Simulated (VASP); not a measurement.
ZrC, 24 atoms in the cell. The cell holds a slab with vacuum, 24 atoms: a = 6.609 Å, b = 6.609 Å, c = 24.485 Å, α = 90.00°, β = 90.00°, γ = 90.00°. 

* Program: VASP 6.6.1
* Task: single point
* Functional: PBE
* Dispersion: D3(BJ)
* Potentials or basis: VASP PAW PBE potentials, release 64 (Zr_sv, C)
* Cutoff: 520 eV
* k mesh: 3 × 3 × 1
* Occupations: gaussian, width 0.1 eV
* Spin: no spin polarisation
* Dipole correction: yes
* Further INCAR settings: LREAL = Auto; ALGO = Normal; EDIFF = 1e-06; NBANDS = 114

Potentials or basis: VASP PAW PBE potentials, release 64 (Zr_sv, C).

Launch:

```bash
$ cat potpaw_PBE.64/Zr_sv/POTCAR potpaw_PBE.64/C/POTCAR > POTCAR
$ mpirun -np 1 vasp_std > vasp.out
```

Hardware: 1 thread of Intel(R) Xeon(R) Platinum 8488C (Sapphire Rapids) (shared host).

Problem. How long does it take, and how much memory?

Solution. It took 23 min on 1 thread of Intel(R) Xeon(R) Platinum 8488C (Sapphire Rapids) (shared host), peak memory 1.1 GiB. Counts: scf iterations 29, k points 5.
